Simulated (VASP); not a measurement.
Wanted: the native input for a VASP 6.6.1 run.

| Item | Value |
| --- | --- |
| Task | single point |
| Functional | LDA |
| Potentials or basis | VASP PAW LDA potentials, release 64 (Ni, O) |
| Cutoff | 520 eV |
| k mesh | 12 × 12 × 6 |
| Occupations | gaussian, width 0.05 eV |
| Spin | no spin polarisation |
| Dipole correction | no |
| Further INCAR settings | ALGO = Normal; EDIFF = 1e-06; NBANDS = 18 |

The structure of NiO2 lies in POSCAR:

```
NiO2
1.0
    2.8940625823      0.0000000000      0.0000000000
   -1.4470312911      2.5063317164      0.0000000000
    0.0000000000      0.0000000000      3.8331858902
Ni O
1 2
Direct
    0.0000000000      0.0000000000      0.5000000000
    0.6666666667      0.3333333333      0.7067356968
    0.3333333333      0.6666666667      0.2932643032
```

This cell differs from its parent crystal: c/a of the conventional cell at fixed volume 1.3245.

One way to write it, as run:

INCAR

```
PREC = Accurate
ENCUT = 520
EDIFF = 1E-6
ISMEAR = 0
SIGMA = 0.05
LREAL = F
LASPH = T
NELM = 80
ALGO = Normal
ISIF = 2
LWAVE = F
LCHARG = T
GGA = CA
LELF = T
LVHAR = T
NBANDS = 18
```

KPOINTS

```
Automatic mesh
0
Gamma
  12 12 6
```

Potentials or basis: VASP PAW LDA potentials, release 64 (Ni, O).

Launch:

```bash
$ cat potpaw_LDA.64/Ni/POTCAR potpaw_LDA.64/O/POTCAR > POTCAR
$ mpirun -np 1 vasp_std > vasp.out
```

It gave:

```
Pressure               : -1.6 GPa
Largest force          : 1.223 eV/Å
Band gap on the k mesh : 0.40 eV, indirect (least direct gap 0.75 eV)
```

Caveat: forces of over 1 eV/Å act on the atoms, so gaps and moduli don't describe the material at rest.

Wall time 40 s on 1 thread of Intel(R) Xeon(R) Platinum 8375C CPU @ 2.90GHz (Ice Lake), with other jobs on the host, peak memory 0.16 GiB.
